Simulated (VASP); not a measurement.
Set up this calculation in VASP 6.6.1, as the native input.

```yaml
Task: single point
Functional: PBE
Potentials_or_basis: VASP PAW PBE potentials, release 64 (Mn_pv, Sb)
Cutoff: 520 eV
k_mesh: 12 × 12 × 8
Occupations: gaussian, width 0.05 eV
Spin: no spin polarisation
Dipole_correction: no
Further_INCAR_settings: ALGO = Normal; EDIFF = 1e-07; NBANDS = 26
```

The structure of MnSb lies in POSCAR:

```
MnSb
1.0
    4.0896826243      0.0000000000      0.0000000000
   -2.0448413122      3.5417690461      0.0000000000
    0.0000000000      0.0000000000      4.7750232261
Mn Sb
2 2
Direct
    0.0000000000      0.0000000000      0.0000000000
    0.0000000000      0.0000000000      0.5000000000
    0.3333333333      0.6666666667      0.2500000000
    0.6666666667      0.3333333333      0.7500000000
```

One way to write it, as run:

INCAR

```
SYSTEM = MnSb
ALGO     = Normal         ! electronic algorithm
EDIFF    = 1E-7           ! SCF threshold, eV
ENCUT    = 520            ! plane-wave cutoff, eV
GGA      = PE             ! functional
ISIF     = 2              ! what is computed and relaxed
ISMEAR   = 0              ! smearing method
LASPH    = .True.         ! aspherical terms in the spheres
LCHARG   = .True.         ! write CHGCAR
LELF     = .True.         ! ELF
LREAL    = .False.        ! projectors in reciprocal space
LVHAR    = .True.       
LWAVE    = .False.        ! write WAVECAR
NBANDS   = 26             ! bands
NELM     = 80             ! most SCF steps
PREC     = Accurate       ! precision mode
SIGMA    = 0.05           ! smearing width, eV
```

KPOINTS

```
k-points
0
Gamma
  12 12 8
  0 0 0
```

Potentials or basis: VASP PAW PBE potentials, release 64 (Mn_pv, Sb).

Run with:

```sh
$ cat potpaw_PBE.64/Mn_pv/POTCAR potpaw_PBE.64/Sb/POTCAR > POTCAR
$ mpirun -np 1 vasp_std > vasp.out
```

It gave:

| Property | Result |
| --- | --- |
| Pressure | 2.7 GPa |
| Band gap on the k mesh | zero (bands 18 and 19 overlap by 1.00 eV) |

Caveat: spin-orbit coupling is left out, which moves the levels of the heavy elements; the run has no spin polarisation, though such a crystal can be magnetic.

It took 97 s on 1 thread of AMD EPYC 9R45 96-Core Processor (Zen 5), on a shared host, peak memory 0.25 GiB.
